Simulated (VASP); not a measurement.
# Ga (Cmcm) in VASP: further runs

The runs below take Ga through electric field gradients, with PBE.

Program: VASP 6.6.1. These are calculated values, not measurements. Logs are shortened: lines on timing, memory, paths and dates and some standing lists are left out, and cuts for length are marked.

### 1 The cell of the first run

Symmetry: Cmcm, No. 63, orthorhombic system. Conventional cell: a = 2.900 Å, b = 8.130 Å, c = 3.075 Å, α = 90.00°, β = 90.00°, γ = 90.00°. Within 3.5 Å of Ga (site symmetry m2m) lie 10 Ga at 2.65 to 3.07 Å.

### 2 Electric field gradients, PBE (zz strain of -3 %)

Contents of INCAR:

```
SYSTEM = Ga
PREC     = Accurate       ! precision mode
ENCUT    = 520            ! plane-wave cutoff, eV
EDIFF    = 1E-8           ! SCF threshold, eV
ISMEAR   = -1             ! smearing method
SIGMA    = 0.08           ! smearing width, eV
LREAL    = .False.        ! projectors in reciprocal space
LASPH    = .True.         ! aspherical terms in the spheres
NELM     = 60             ! most SCF steps
ALGO     = Normal         ! electronic algorithm
ISIF     = 2              ! what is computed and relaxed
LWAVE    = .False.        ! write WAVECAR
LCHARG   = .False.        ! write CHGCAR
GGA      = PE             ! functional
LEFG     = .True.       
NBANDS   = 20             ! bands
```

Contents of KPOINTS:

```
Automatic mesh
0
Gamma
  12 12 10
  0 0 0
```

Contents of POSCAR:

```
Ga
1.0
    1.4500000000     -4.0650000000      0.0000000000
    1.4500000000      4.0650000000      0.0000000000
    0.0000000000      0.0000000000      3.0749000000
Ga
2
Direct
    0.8670000000      0.1330000000      0.2500000000
    0.1330000000      0.8670000000      0.7500000000
```

Potentials or basis: VASP PAW PBE potentials, release 64 (Ga_d).

Command:

```console
> cat potpaw_PBE.64/Ga_d/POTCAR > POTCAR
> mpirun -np 1 vasp_std > vasp.out
```

OUTCAR:

```text
SYSTEM = Ga
   PREC = Accurate
   ENCUT = 520
   EDIFF = 1E-8
   ISMEAR = -1
   LREAL = .False.
   LASPH = .True.
   NELM = 60
   ISIF = 2
   GGA = PE

 ion  position               nearest neighbor table
   1  0.867  0.133  0.250-   2 2.65   2 2.65   2 2.84   2 2.84   2 2.84   2 2.84
   2  0.133  0.867  0.750-   1 2.65   1 2.65   1 2.84   1 2.84   1 2.84   1 2.84

  LATTYP: Found a base centered orthorhombic cell.
 ALAT       =     2.9000000000
 B/A-ratio  =     2.8034482759
 C/A-ratio  =     1.0603103448

  Lattice vectors:

 A1 = (   1.4500000000,  -4.0650000000,   0.0000000000)
 A2 = (   1.4500000000,   4.0650000000,   0.0000000000)
 A3 = (   0.0000000000,   0.0000000000,   3.0749000000)

Analysis of symmetry for initial positions (statically):
=====================================================================
 Subroutine PRICEL returns:
 Original cell was already a primitive cell.

 Routine SETGRP: Setting up the symmetry group for a
 base centered orthorhombic supercell.

 Subroutine GETGRP returns: Found  8 space group operations
 (whereof  4 operations were pure point group operations)
 out of a pool of  8 trial point group operations.

The static configuration has the point symmetry C_2h.
 The point group associated with its full space group is D_2h.

Analysis of symmetry for dynamics (positions and initial velocities):
=====================================================================
 Subroutine PRICEL returns:
 Original cell was already a primitive cell.

 Routine SETGRP: Setting up the symmetry group for a
 base centered orthorhombic supercell.

 Subroutine GETGRP returns: Found  8 space group operations
 (whereof  4 operations were pure point group operations)
 out of a pool of  8 trial point group operations.

The dynamic configuration has the point symmetry C_2h.
 The point group associated with its full space group is D_2h.

 Subroutine INISYM returns: Found  8 space group operations
 (whereof  4 operations are pure point group operations),
 and found     1 'primitive' translations

----------------------------------------------------------------------------------------

                                     Primitive cell

  volume of cell :      36.2485

  direct lattice vectors                    reciprocal lattice vectors
[... 117 lines left out ...]
   LRPA    =     F    only Hartree local field effects (RPA)
 non-spin polarized calculation
  energy-cutoff  :      520.00
  volume of cell :       36.25
 maximum number of plane-waves:      1000
   NGX = 17   NGY = 17   NGZ = 11

 number of electron      26.0000013 magnetization

 Free energy of the ion-electron system (eV)
  ---------------------------------------------------
  ext. energy  EPLUGINS =         0.00000000
  ---------------------------------------------------
  free energy    TOTEN  =        -5.73063831 eV

  energy without entropy =       -5.71368482  energy(sigma->0) =       -5.72216157

 E-fermi :   5.9720     XC(G=0): -11.1719

 val. band max:        5.9393695072   @ k =   0.1667   0.0000   0.1000
 cond. band min:       5.9750672204   @ k =   0.0833  -0.0000   0.4000
 fundamental gap:      0.0356977132
 Fermi energy:         5.9719707088

 k-point     1 :       0.0000    0.0000    0.0000
  band No.  band energies     occupation
      1      -9.3072      2.00000
      2      -9.2546      2.00000
      3      -9.1916      2.00000
      4      -9.1740      2.00000
      5      -8.9851      2.00000
      6      -8.9583      2.00000
[... 541 lines left out ...]
     19      17.3224      0.00000
     20      18.6015      0.00000

 [... further k-points ...]
[... 5 lines left out ...]
  --------------------------------------------------------------------------------------
  -------------------------------------------------------------------------------------
  Total        0.1718678      1.1918655      1.2027885      0.0000000      0.0000000      0.0000000
  in kB        7.5965337     52.6803062     53.1631016      0.0000000      0.0000000      0.0000000
  external PRESSURE =      37.8133138 kB  Pullay stress =       0.0000000 kB

 VOLUME and BASIS-vectors are now :
 -----------------------------------------------------------------------------
  energy-cutoff  :      520.00
  volume of cell :       36.25
      direct lattice vectors                 reciprocal lattice vectors
     1.450000000 -4.065000000  0.000000000     0.344827586 -0.123001230  0.000000000
     1.450000000  4.065000000  0.000000000     0.344827586  0.123001230  0.000000000
     0.000000000  0.000000000  3.074900000     0.000000000  0.000000000  0.325213828

 POSITION                                       TOTAL-FORCE (eV/Angst)
 -----------------------------------------------------------------------------------
      1.45000     -2.98371      0.76872         0.000000      0.218946     -0.000000
      1.45000      2.98371      2.30618         0.000000     -0.218946      0.000000
 -----------------------------------------------------------------------------------
    total drift:                                0.000000      0.000000     -0.000000

  FREE ENERGIE OF THE ION-ELECTRON SYSTEM (eV)
  ---------------------------------------------------
  free  energy   TOTEN  =        -5.7306383108 eV

  energy  without entropy=       -5.7136848218  energy(sigma->0) =       -5.72216157

 Electric field gradients (V/A^2)
---------------------------------------------------------------------
 ion       V_xx      V_yy      V_zz      V_xy      V_xz      V_yz
---------------------------------------------------------------------
   1      12.701   -27.270    14.568    -0.000     0.000    -0.000
   2      12.701   -27.270    14.568     0.000     0.000     0.000
---------------------------------------------------------------------

 Electric field gradients after diagonalization (V/A^2)
 (convention: |V_zz| > |V_xx| > |V_yy|)
----------------------------------------------------------------------
 ion       V_xx      V_yy      V_zz     asymmetry (V_yy - V_xx)/ V_zz
----------------------------------------------------------------------
   1      14.568    12.701   -27.270       0.068
   2      14.568    12.701   -27.270       0.068
----------------------------------------------------------------------

           NMR quadrupolar parameters

 Cq : quadrupolar parameter    Cq=e*Q*V_zz/h
 eta: asymmetry parameters     (V_yy - V_xx)/ V_zz
 Q  : nuclear electric quadrupole moment in mb (millibarn)
----------------------------------------------------------------------
 ion       Cq(MHz)       eta       Q (mb)
----------------------------------------------------------------------
   1      -0.066       0.068       1.000
   2      -0.066       0.068       1.000
----------------------------------------------------------------------
```

OSZICAR:

```text
N       E                     dE             d eps       ncg     rms          rms(c)
DAV:   1     0.133529114971E+03    0.13353E+03   -0.13232E+04 10816   0.248E+03
DAV:   2     0.576386689388E+01   -0.12777E+03   -0.12449E+03 10572   0.389E+02
DAV:   3    -0.561517540897E+01   -0.11379E+02   -0.11309E+02 11648   0.948E+01
DAV:   4    -0.578441495342E+01   -0.16924E+00   -0.16914E+00 11788   0.128E+01
DAV:   5    -0.578729129864E+01   -0.28763E-02   -0.28762E-02 11800   0.164E+00    0.144E+00
DAV:   6    -0.574148320568E+01    0.45808E-01   -0.86426E-02 13932   0.500E+00    0.744E-01
DAV:   7    -0.573166951722E+01    0.98137E-02   -0.17733E-02 14948   0.191E+00    0.197E-01
DAV:   8    -0.573061843430E+01    0.10511E-02   -0.23728E-03 11264   0.678E-01    0.193E-02
DAV:   9    -0.573063838147E+01   -0.19947E-04   -0.11575E-04 12332   0.114E-01    0.763E-03
DAV:  10    -0.573063858207E+01   -0.20061E-06   -0.63080E-06 12164   0.307E-02    0.125E-03
DAV:  11    -0.573063838039E+01    0.20168E-06   -0.58635E-07 12480   0.108E-02    0.634E-04
DAV:  12    -0.573063835342E+01    0.26969E-07   -0.59429E-08 12112   0.318E-03    0.186E-04
DAV:  13    -0.573063831408E+01    0.39343E-07   -0.58127E-09  6884   0.721E-04    0.389E-05
DAV:  14    -0.573063831085E+01    0.32314E-08   -0.12337E-09  5776   0.402E-04
   1 F= -.57306383E+01 E0= -.57221616E+01  d E =-.169535E-01
```

stdout:

```text
POSCAR found type information on POSCAR Ga
 POSCAR found :  1 types and       2 ions
 scaLAPACK will be used
 LDA part: xc-table for (Slater+PW92), standard interpolation
 POSCAR, INCAR and KPOINTS ok, starting setup
 FFT: planning ... GRIDC
 FFT: planning ... GRID_SOFT
 FFT: planning ... GRID
 WAVECAR not read
 entering main loop
ion   1

ion   2
```

Run time: 3.3 min. Hardware: 1 thread of Intel Xeon 8259CL, shared host; peak memory 0.28 GiB.

What came out:

```
Free energy                             : -5.7306 eV
Pressure                                : 3.8 GPa
Largest force                           : 0.219 eV/Å
Band gap on the k mesh                  : zero (bands 13 and 14 overlap by 9.88 eV)
Largest electric field gradient by atom : Ga -27.3 V/Å²
```

Forces in eV/Å, atoms in the order of the input:
```
Ga   0.000  0.219  0.000
Ga   0.000 -0.219  0.000
```

Electric field gradients, principal values (V/Å²):
```csv
atom,least,middle,greatest (by size)
1 Ga,12.701,14.568,-27.270
2 Ga,12.701,14.568,-27.270
```

Caveat: the cell differs from its parent crystal (zz strain of -3 %); the cell stands under pressure; without QUAD_EFG the Cq values of the log hold for a quadrupole moment of 1 mb, not for the nuclei.

### 3 Electric field gradients, PBE (zz strain of -1 %)

Contents of INCAR:

```
  ALGO = Normal
  EDIFF = 1E-8
  ENCUT = 520
  GGA = PE
  ISIF = 2
  ISMEAR = -1
  LASPH = True
  LCHARG = False
  LEFG = True
  LREAL = False
  LWAVE = False
  NBANDS = 20
  NELM = 60
  PREC = Accurate
  SIGMA = 0.08
```

Contents of KPOINTS:

```
k-points
0
Gamma
  12 12 10
```

Edit POSCAR of step 2 so:

```diff
@@ -4,3 +4,3 @@
     1.4500000000      4.0650000000      0.0000000000
-    0.0000000000      0.0000000000      3.0749000000
+    0.0000000000      0.0000000000      3.1383000000
 Ga
```

Potentials or basis: VASP PAW PBE potentials, release 64 (Ga_d).

Command:

```console
> cat potpaw_PBE.64/Ga_d/POTCAR > POTCAR
> mpirun -np 1 vasp_std > vasp.out
```

OUTCAR:

```text
EDIFF = 1E-8
   ENCUT = 520
   GGA = PE
   ISIF = 2
   ISMEAR = -1
   LASPH = True
   LREAL = False
   NELM = 60
   PREC = Accurate

 ion  position               nearest neighbor table
   1  0.867  0.133  0.250-   2 2.67   2 2.67   2 2.86   2 2.86   2 2.86   2 2.86
   2  0.133  0.867  0.750-   1 2.67   1 2.67   1 2.86   1 2.86   1 2.86   1 2.86

  LATTYP: Found a base centered orthorhombic cell.
 ALAT       =     2.9000000000
 B/A-ratio  =     2.8034482759
 C/A-ratio  =     1.0821724138

  Lattice vectors:

 A1 = (   1.4500000000,  -4.0650000000,   0.0000000000)
[... 766 lines left out ...]
  ---------------------------------------------------
  free  energy   TOTEN  =        -5.7520101753 eV

  energy  without entropy=       -5.7355872853  energy(sigma->0) =       -5.74379873

 Electric field gradients (V/A^2)
---------------------------------------------------------------------
 ion       V_xx      V_yy      V_zz      V_xy      V_xz      V_yz
---------------------------------------------------------------------
   1      11.153   -26.942    15.789    -0.000     0.000    -0.000
   2      11.153   -26.942    15.789     0.000     0.000    -0.000
---------------------------------------------------------------------

 Electric field gradients after diagonalization (V/A^2)
 (convention: |V_zz| > |V_xx| > |V_yy|)
----------------------------------------------------------------------
 ion       V_xx      V_yy      V_zz     asymmetry (V_yy - V_xx)/ V_zz
----------------------------------------------------------------------
   1      15.789    11.153   -26.942       0.172
   2      15.789    11.153   -26.942       0.172
----------------------------------------------------------------------

           NMR quadrupolar parameters

 Cq : quadrupolar parameter    Cq=e*Q*V_zz/h
 eta: asymmetry parameters     (V_yy - V_xx)/ V_zz
 Q  : nuclear electric quadrupole moment in mb (millibarn)
----------------------------------------------------------------------
 ion       Cq(MHz)       eta       Q (mb)
----------------------------------------------------------------------
   1      -0.065       0.172       1.000
   2      -0.065       0.172       1.000
----------------------------------------------------------------------
```

Run time: 3.6 min. Hardware: 1 thread of Intel Xeon 8259CL, shared host; peak memory 0.28 GiB.

Results:

* Free energy: -5.7520 eV
* Pressure: 2.4 GPa
* Largest force: 0.205 eV/Å
* Band gap on the k mesh: zero (bands 13 and 14 overlap by 9.61 eV)
* Largest electric field gradient by atom: Ga -26.9 V/Å²

Forces on the atoms (eV/Å):
```
Ga   0.000  0.205  0.000
Ga   0.000 -0.205  0.000
```

Levels at points of the mesh, in eV from the Fermi level:
| k point | band 11 | band 12 | band 13 | band 14 | band 15 | band 16 |
| --- | --- | --- | --- | --- | --- | --- |
| (0.00, 0.00, 0.00) | -11.35 | -2.38 | -1.63 | 3.07 | 6.77 | 7.74 |
| (0.50, 0.00, 0.00) | -6.81 | -5.51 | -1.86 | -0.50 | 6.49 | 6.91 |
| (0.50, 0.50, 0.00) | -9.32 | -8.68 | 5.31 | 5.69 | 6.05 | 7.27 |
| (0.00, 0.00, 0.50) | -7.43 | -7.43 | 1.84 | 1.84 | 2.47 | 2.47 |
| (0.50, 0.00, 0.50) | -3.08 | -3.08 | -1.61 | -1.61 | 1.84 | 1.84 |
| (0.50, 0.50, 0.50) | -5.58 | -5.58 | -4.29 | -4.29 | 9.58 | 9.58 |

Electric field gradients, principal values (V/Å²):
| atom | least | middle | greatest (by size) |
| --- | --- | --- | --- |
| 1 Ga | 11.153 | 15.789 | -26.942 |
| 2 Ga | 11.153 | 15.789 | -26.942 |

Caveat: the cell differs from its parent crystal (zz strain of -1 %); without QUAD_EFG the Cq values of the log hold for a quadrupole moment of 1 mb, not for the nuclei.

(Part 1 of 2 ends here.)
